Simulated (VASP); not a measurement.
# Ru (P6_3/mmc) in VASP: further runs

Ru is run at these levels: PBEsol; tasks: single point.

Everything below comes from runs of VASP 6.6.1. Logs are shortened: lines on timing, memory, paths and dates and some standing lists are left out, and cuts for length are marked.

**1. The cell of the first run**

The structure is hexagonal, space group P6_3/mmc (No. 194). The conventional cell has a = 2.576 Å, b = 2.576 Å, c = 4.413 Å, α = 90.00°, β = 90.00°, γ = 120.00°. Within 3.4 Å of Ru (site symmetry -6m2) lie 12 Ru at 2.58 to 2.66 Å.

**2. Single point, PBEsol (volume 12.682 Å^3 an atom, c/a of the conventional cell 1.7130)**

The input, INCAR:

```
PREC     = Accurate       # precision mode
ENCUT    = 520            # plane-wave cutoff, eV
EDIFF    = 1E-6           # SCF threshold, eV
ISMEAR   = 0              # smearing method
SIGMA    = 0.15           # smearing width, eV
LREAL    = False          # projectors in reciprocal space
LASPH    = True           # aspherical terms in the spheres
NELM     = 80             # most SCF steps
ALGO     = Fast           # electronic algorithm
ISIF     = 2              # what is computed and relaxed
LWAVE    = False          # write WAVECAR
LCHARG   = True           # write CHGCAR
GGA      = PS             # functional
LELF     = True           # ELF
LVHAR    = True         
NBANDS   = 21             # bands
```

The input, KPOINTS:

```
Automatic mesh
0
Gamma
  21 21 12
```

The input, POSCAR:

```
Ru
1.0
    2.5761822481      0.0000000000      0.0000000000
   -1.2880911240      2.2310392717      0.0000000000
    0.0000000000      0.0000000000      4.4130001911
Ru
2
Direct
    0.3333333333      0.6666666667      0.2500000000
    0.6666666667      0.3333333333      0.7500000000
```

Potentials or basis: VASP PAW PBE potentials, release 64 (Ru_pv).

The run is started by

```bash
$ cat potpaw_PBE.64/Ru_pv/POTCAR > POTCAR
$ mpirun -np 1 vasp_std > vasp.out
```

OUTCAR:

```text
PREC = Accurate
   ENCUT = 520
   EDIFF = 1E-6
   ISMEAR = 0
   LREAL = False
   LASPH = True
   NELM = 80
   ISIF = 2
   GGA = PS

 ion  position               nearest neighbor table
   1  0.333  0.667  0.250-   2 2.66   2 2.66   2 2.66   2 2.66   2 2.66   2 2.66
   2  0.667  0.333  0.750-   1 2.66   1 2.66   1 2.66   1 2.66   1 2.66   1 2.66

  LATTYP: Found a hexagonal cell.
 ALAT       =     2.5761822481
 C/A-ratio  =     1.7130000000

  Lattice vectors:

 A1 = (   2.5761822481,   0.0000000000,   0.0000000000)
 A2 = (  -1.2880911240,   2.2310392717,   0.0000000000)
 A3 = (   0.0000000000,   0.0000000000,   4.4130001911)

Analysis of symmetry for initial positions (statically):
=====================================================================
 Subroutine PRICEL returns:
 Original cell was already a primitive cell.

 Routine SETGRP: Setting up the symmetry group for a
 hexagonal supercell.

 Subroutine GETGRP returns: Found 24 space group operations
 (whereof 12 operations were pure point group operations)
 out of a pool of 24 trial point group operations.

The static configuration has the point symmetry D_3d.
 The point group associated with its full space group is D_6h.

Analysis of symmetry for dynamics (positions and initial velocities):
=====================================================================
 Subroutine PRICEL returns:
 Original cell was already a primitive cell.

 Routine SETGRP: Setting up the symmetry group for a
 hexagonal supercell.

 Subroutine GETGRP returns: Found 24 space group operations
 (whereof 12 operations were pure point group operations)
 out of a pool of 24 trial point group operations.

The dynamic configuration has the point symmetry D_3d.
 The point group associated with its full space group is D_6h.

 Subroutine INISYM returns: Found 24 space group operations
 (whereof 12 operations are pure point group operations),
 and found     1 'primitive' translations

----------------------------------------------------------------------------------------

                                     Primitive cell

  volume of cell :      25.3640

  direct lattice vectors                    reciprocal lattice vectors
     2.576182248  0.000000000  0.000000000     0.388171295  0.224110802  0.000000000
    -1.288091124  2.231039272  0.000000000     0.000000000  0.448221604  0.000000000
     0.000000000  0.000000000  4.413000191     0.000000000  0.000000000  0.226603208

  length of vectors
     2.576182248  2.576182248  4.413000191     0.448221604  0.448221604  0.226603208

  position of ions in fractional coordinates (direct lattice)
     0.333333333  0.666666667  0.250000000
     0.666666667  0.333333333  0.750000000

  ion indices of the primitive-cell ions
   primitive index   ion index
                 1           1
                 2           2

----------------------------------------------------------------------------------------

 KPOINTS: Automatic mesh

Automatic generation of k-mesh.
 Grid dimensions read from file:
 generate k-points for:   21   21   12

 Generating k-lattice:

  Cartesian coordinates                     Fractional coordinates (reciprocal lattice)
     0.018484347  0.010671943  0.000000000     0.047619048 -0.000000000  0.000000000
     0.000000000  0.021343886  0.000000000     0.000000000  0.047619048  0.000000000
     0.000000000  0.000000000  0.018883601     0.000000000  0.000000000  0.083333333

  Length of vectors
     0.021343886  0.021343886  0.018883601

  Shift w.r.t. Gamma in fractional coordinates (k-lattice)
     0.000000000  0.000000000  0.000000000

 Subroutine IBZKPT returns following result:
 ===========================================

 Found    336 irreducible k-points:

 Following reciprocal coordinates:
            Coordinates               Weight
  0.000000  0.000000  0.000000      1.000000
  0.047619 -0.000000  0.000000      6.000000
  0.095238 -0.000000  0.000000      6.000000
  0.142857 -0.000000  0.000000      6.000000
  0.190476 -0.000000  0.000000      6.000000
  0.238095 -0.000000  0.000000      6.000000
[... 16 lines left out ...]
  0.142857  0.095238  0.000000     12.000000
  0.190476  0.095238  0.000000     12.000000
 [... further k-points ...]
   k-points           NKPTS =    336   k-points in BZ     NKDIM =    336   number of bands    NBANDS=     21
   number of dos      NEDOS =    301   number of ions     NIONS =      2
   total plane-waves  NPLWV =  14400
   dimension x,y,z NGX =    20 NGY =   20 NGZ =   36
   dimension x,y,z NGXF=    40 NGYF=   40 NGZF=   72
   ions per type =               2
   NGX,Y,Z   is equivalent  to a cutoff of  12.91, 12.91, 13.56 a.u.
   NGXF,Y,Z  is equivalent  to a cutoff of  25.81, 25.81, 27.12 a.u.
 SYSTEM =  unknown system
   PREC   = accura    normal or accurate (medium, high low for compatibility)
   ISTART =      0    job   : 0-new  1-cont  2-samecut
   ICHARG =      2    charge: 1-file 2-atom 10-const
   ISPIN  =      1    spin polarized calculation?
   LNONCOLLINEAR =      F non collinear calculations
   LSORBIT =      F    spin-orbit coupling
   LASPH  =      T    aspherical Exc in radial PAW
   ENCUT  =  520.0 eV  38.22 Ry    6.18 a.u.   4.79  4.79  8.21*2*pi/ulx,y,z
   NELM   =     80;   NELMIN=  2; NELMDL= -5     # of ELM steps
   EDIFF  = 0.1E-05   stopping-criterion for ELM
   LREAL  =      F    real-space projection
   EDIFFG = 0.1E-04   stopping-criterion for IOM
   NSW    =      0    number of steps for IOM
   IBRION =     -1    ionic relax: 0-MD 1-quasi-New 2-CG
   NFREE  =      0    steps in history (QN), initial steepest desc. (CG)
   ISIF   =      2    stress and relaxation
   ISYM   =      2    0-nonsym 1-usesym 2-fastsym
   POTIM  = 0.5000    time-step for ionic-motion
   TEBEG  =    0.0;   TEEND  =   0.0 temperature during run
   PSTRESS=    0.0 pullay stress
   NELECT =      28.0000    total number of electrons
   NUPDOWN=      -1.0000    fix difference up-down
   EMIN   =  10.00;   EMAX   =-10.00  energy-range for DOS
   EFERMI =   0.00;   METHOD = LEGACY
   ISMEAR =     0;   SIGMA  =   0.15  broadening in eV -4-tet -1-fermi 0-gaus
   EFERMI_NEDOS =   21; number of points for ismear=-14 and -15
   IALGO  =     68    algorithm
   IMIX   =      4    mixing-type and parameters
     AMIX     =   0.40;   BMIX     =  1.00
     AMIX_MAG =   1.60;   BMIX_MAG =  1.00
  volume/ion in A,a.u.               =      12.68        85.58
  Fermi-wavevector in a.u.,A,eV,Ry     =   1.691953  3.197327 38.949459  2.862704
  Thomas-Fermi vector in A             =   2.773627
   LORBIT       =      0    0 simple, 1 ext, 2 COOP (PROOUT), +10 PAW based schemes
   GGA     = PS    functional components
   LHFCALC =     F    Hartree Fock is set to
   AEXX    =    0.0000 exact exchange contribution
   IVDW    =     0    specifies the selected vdW correction
   LEPSILON=     F    determine dielectric tensor
   LRPA    =     F    only Hartree local field effects (RPA)
 non-spin polarized calculation
 RMM-DIIS sequential band-by-band and
 Gauss-broadening in eV      SIGMA  =   0.15
  energy-cutoff  :      520.00
  volume of cell :       25.36
 maximum number of plane-waves:       701
 NGX is ok and might be reduce to    20
   NGX =  9   NGY =  9   NGZ = 17

 number of electron      28.0000005 magnetization

 Free energy of the ion-electron system (eV)
  ---------------------------------------------------
  ext. energy  EPLUGINS =         0.00000000
  ---------------------------------------------------
  free energy    TOTEN  =       -20.08078986 eV

  energy without entropy =      -20.06581632  energy(sigma->0) =      -20.07330309

 E-fermi :  13.9984     XC(G=0): -14.7046

 val. band max:       13.9977748077   @ k =   0.1429   0.1429   0.1667
 cond. band min:      14.0149192969   @ k =   0.1905   0.0952   0.2500
 fundamental gap:      0.0171444892
 Fermi energy:        13.9983750545

 k-point     1 :       0.0000    0.0000    0.0000
  band No.  band energies     occupation
      1     -29.7580      2.00000
      2     -28.5857      2.00000
      3     -28.5857      2.00000
      4     -28.5584      2.00000
      5     -28.4494      2.00000
      6     -28.4494      2.00000
[... 13 lines left out ...]
     20      24.2181      0.00000
     21      24.2605      0.00000

 k-point     2 :       0.0476   -0.0000    0.0000
  band No.  band energies     occupation
      1     -29.7483      2.00000
      2     -28.6132      2.00000
      3     -28.5937      2.00000
      4     -28.5606      2.00000
      5     -28.4774      2.00000
      6     -28.4540      2.00000
[... 13 lines left out ...]
     20      24.2180      0.00000
     21      24.2583      0.00000

 k-point     3 :       0.0952   -0.0000    0.0000
  band No.  band energies     occupation
      1     -29.7199      2.00000
      2     -28.6929      2.00000
      3     -28.6166      2.00000
      4     -28.5674      2.00000
      5     -28.5585      2.00000
      6     -28.4678      2.00000
[... 13 lines left out ...]
     20      24.2180      0.00000
     21      24.2524      0.00000

 k-point     4 :       0.1429   -0.0000    0.0000
  band No.  band energies     occupation
      1     -29.6740      2.00000
      2     -28.8175      2.00000
      3     -28.6836      2.00000
      4     -28.6519      2.00000
      5     -28.5792      2.00000
      6     -28.4898      2.00000
[... 13 lines left out ...]
     20      24.2179      0.00000
     21      24.2452      0.00000

 k-point     5 :       0.1905   -0.0000    0.0000
  band No.  band energies     occupation
      1     -29.6130      2.00000
      2     -28.9753      2.00000
      3     -28.8395      2.00000
      4     -28.6958      2.00000
      5     -28.5967      2.00000
      6     -28.5185      2.00000
[... 13 lines left out ...]
     20      24.2179      0.00000
     21      24.2387      0.00000

 k-point     6 :       0.2381   -0.0000    0.0000
  band No.  band energies     occupation
      1     -29.5400      2.00000
      2     -29.1517      2.00000
      3     -29.0109      2.00000
      4     -28.7442      2.00000
      5     -28.6204      2.00000
      6     -28.5514      2.00000
[... 13 lines left out ...]
     20      24.2178      0.00000
     21      24.2336      0.00000

 k-point     7 :       0.2857   -0.0000    0.0000
  band No.  band energies     occupation
      1     -29.4592      2.00000
      2     -29.3305      2.00000
      3     -29.1820      2.00000
      4     -28.7928      2.00000
      5     -28.6508      2.00000
      6     -28.5854      2.00000
[... 13 lines left out ...]
     20      24.2175      0.00000
     21      24.2294      0.00000
[... 291 lines left out ...]
      1     -29.7560      2.00000
      2     -29.5817      2.00000
      3     -29.1971      2.00000
      4     -28.9252      2.00000
      5     -28.7852      2.00000
      6     -28.6884      2.00000
[... 13 lines left out ...]
     20      25.5568      0.00000
     21      25.6483      0.00000

 k-point    21 :       0.4762    0.0476    0.0000
  band No.  band energies     occupation
      1     -29.7814      2.00000
      2     -29.6049      2.00000
      3     -29.1751      2.00000
      4     -28.9325      2.00000
      5     -28.7997      2.00000
      6     -28.6938      2.00000
[... 13 lines left out ...]
     20      25.8049      0.00000
     21      25.8714      0.00000

 k-point    22 :       0.0952    0.0952    0.0000
  band No.  band energies     occupation
      1     -29.6473      2.00000
      2     -28.8666      2.00000
      3     -28.7862      2.00000
      4     -28.6442      2.00000
      5     -28.5866      2.00000
      6     -28.5184      2.00000
[... 13 lines left out ...]
     20      24.2179      0.00000
     21      24.2424      0.00000

 k-point    23 :       0.1429    0.0952    0.0000
  band No.  band energies     occupation
      1     -29.5877      2.00000
      2     -29.0026      2.00000
      3     -28.9268      2.00000
      4     -28.6965      2.00000
      5     -28.6045      2.00000
      6     -28.5574      2.00000
[... 13 lines left out ...]
     20      24.2178      0.00000
     21      24.2376      0.00000

 k-point    24 :       0.1905    0.0952    0.0000
  band No.  band energies     occupation
      1     -29.5164      2.00000
      2     -29.1625      2.00000
      3     -29.0736      2.00000
      4     -28.7580      2.00000
      5     -28.6287      2.00000
      6     -28.5987      2.00000
[... 13 lines left out ...]
     20      24.2177      0.00000
     21      24.2341      0.00000

 [... further k-points ...]

------------------------ aborting loop because EDIFF is reached ----------------------------------------

  FORCE on cell =-STRESS in cart. coord.  units (eV):
  Direction    XX          YY          ZZ          XY          YZ          ZX
  --------------------------------------------------------------------------------------
  -------------------------------------------------------------------------------------
  Total        5.8063179      5.8063179     -1.6561030      0.0000000     -0.0000000     -0.0000000
  in kB      366.7698654    366.7698655   -104.6116824      0.0000000     -0.0000000     -0.0000000
  external PRESSURE =     209.6426828 kB  Pullay stress =       0.0000000 kB

 VOLUME and BASIS-vectors are now :
 -----------------------------------------------------------------------------
  energy-cutoff  :      520.00
  volume of cell :       25.36
      direct lattice vectors                 reciprocal lattice vectors
     2.576182248  0.000000000  0.000000000     0.388171295  0.224110802  0.000000000
    -1.288091124  2.231039272  0.000000000     0.000000000  0.448221604  0.000000000
     0.000000000  0.000000000  4.413000191     0.000000000  0.000000000  0.226603208

 POSITION                                       TOTAL-FORCE (eV/Angst)
 -----------------------------------------------------------------------------------
     -0.00000      1.48736      1.10325         0.000000      0.000000      0.000000
      1.28809      0.74368      3.30975        -0.000000     -0.000000      0.000000
 -----------------------------------------------------------------------------------
    total drift:                               -0.000000      0.000000     -0.000000

  FREE ENERGIE OF THE ION-ELECTRON SYSTEM (eV)
  ---------------------------------------------------
  free  energy   TOTEN  =       -20.0807898596 eV

  energy  without entropy=      -20.0658163157  energy(sigma->0) =      -20.07330309
```

Wall time 2.1 min (1 thread of Intel Xeon Platinum 8259CL at 2.50GHz (Skylake/Cascade Lake), shared host); peak memory 0.25 GiB.

What came out:

- Free energy: -20.0808 eV
- Pressure: 21.0 GPa
- Band gap on the k mesh: zero (band 14 reaches 15.80 eV, above the bottom of band 15 at 12.51 eV)

Levels at points of the mesh, in eV from the Fermi level:
| k point | band 12 | band 13 | band 14 | band 15 | band 16 | band 17 |
| --- | --- | --- | --- | --- | --- | --- |
| (0.00, 0.00, 0.00) | -2.26 | -2.26 | -0.87 | -0.87 | 0.40 | 1.36 |
| (0.00, 0.00, 0.50) | -2.84 | -2.84 | -2.84 | 0.64 | 0.64 | 0.64 |

Caveat: the PAW data sets were made with another functional, which shifts forces and pressure a little.

**3. Single point, PBEsol (volume 12.682 Å^3 an atom, c/a of the conventional cell 1.5558)**

The input, INCAR:

```
SYSTEM = Ru
  PREC = Accurate
  ENCUT = 520
  EDIFF = 1E-6
  ISMEAR = 0
  SIGMA = 0.15
  LREAL = .False.
  LASPH = .True.
  NELM = 100
  ALGO = Fast
  ISIF = 2
  LWAVE = .False.
  LCHARG = .False.
  GGA = PS
  NBANDS = 21
```

The input, KPOINTS:

```
Automatic mesh
0
Gamma
  21 21 12
  0 0 0
```

The input, POSCAR:

```
Ru
1.0
    2.6601805589      0.0000000000      0.0000000000
   -1.3300902794      2.3037839426      0.0000000000
    0.0000000000      0.0000000000      4.1387089135
Ru
2
Direct
    0.3333333333      0.6666666667      0.2500000000
    0.6666666667      0.3333333333      0.7500000000
```

Potentials or basis: VASP PAW PBE potentials, release 64 (Ru_pv).

The run is started by

```bash
$ cat potpaw_PBE.64/Ru_pv/POTCAR > POTCAR
$ mpirun -np 1 vasp_std > vasp.out
```

Run time: 1.9 min. Hardware: 1 thread of Intel Xeon Platinum 8259CL at 2.50GHz (Skylake/Cascade Lake), shared host; peak memory 0.25 GiB.

The run converged. Its results:

* Free energy: -20.2680 eV
* Pressure: 19.6 GPa
* Band gap on the k mesh: zero (band 14 reaches 15.68 eV, above the bottom of band 15 at 12.10 eV)

Stress tensor (GPa, compression positive):
```
16.48  0.00  0.00
 0.00 16.48  0.00
 0.00  0.00 25.94
```

Levels at points of the mesh, in eV from the Fermi level:
| k point | band 12 | band 13 | band 14 | band 15 | band 16 | band 17 |
| --- | --- | --- | --- | --- | --- | --- |
| (0.00, 0.00, 0.00) | -2.12 | -2.12 | -1.70 | -1.70 | 1.30 | 1.30 |
| (0.00, 0.00, 0.50) | -3.16 | -2.87 | -2.87 | 0.62 | 0.62 | 0.62 |

Caveat: the PAW data sets were made with another functional, which shifts forces and pressure a little.

(Continued in part 2 of 2.)
